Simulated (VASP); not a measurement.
Au: single point with PBEsol

The system is Au.

```xyz
1
Lattice="-1.6821 1.6821 1.6076 1.6821 -1.6821 1.6076 1.6821 1.6821 -1.6076" Properties=species:S:1:pos:R:3 pbc="T T T"
Au    0.0000    0.0000    0.0000
```

This cell differs from its parent crystal: strain +0.015 along x and y, -0.030 along z.

```json
{"Program": "VASP 6.6.1", "Task": "single point", "Functional": "PBEsol", "Potentials or basis": "VASP PAW PBE potentials, release 64 (Au)", "Cutoff": "520 eV", "k mesh": "20 × 20 × 20", "Occupations": "gaussian, width 0.15 eV", "Spin": "no spin polarisation"}
```

| Property | Result |
| --- | --- |
| Pressure | -9.5 GPa |

Stress tensor (GPa, compression positive):
```
-9.39  0.00  0.00
 0.00 -9.39  0.00
 0.00  0.00 -9.85
```

Levels at points of the mesh, in eV from the Fermi level:
```tsv
k point	band 4	band 5	band 6	band 7	band 8	band 9
(0.00, 0.00, 0.00)	-4.45	-2.98	-2.65	16.16	16.16	16.98
(0.50, 0.00, 0.00)	-2.49	-1.42	-0.36	3.27	12.05	13.05
(0.50, 0.50, 0.00)	-2.72	-1.46	-0.62	2.91	12.71	14.07
(0.50, 0.50, 0.50)	-1.80	-1.71	5.73	5.73	7.02	8.81
```

Run time: 30 s on 1 thread of Intel(R) Xeon(R) 6975P-C (Granite Rapids), with other jobs on the host, peak memory 0.25 GiB.

Caveat: the cell differs from its parent crystal (strain +0.015 along x and y, -0.030 along z); the PAW data sets were made with another functional, which shifts forces and pressure a little; spin-orbit coupling is left out, which moves the levels of the heavy elements.
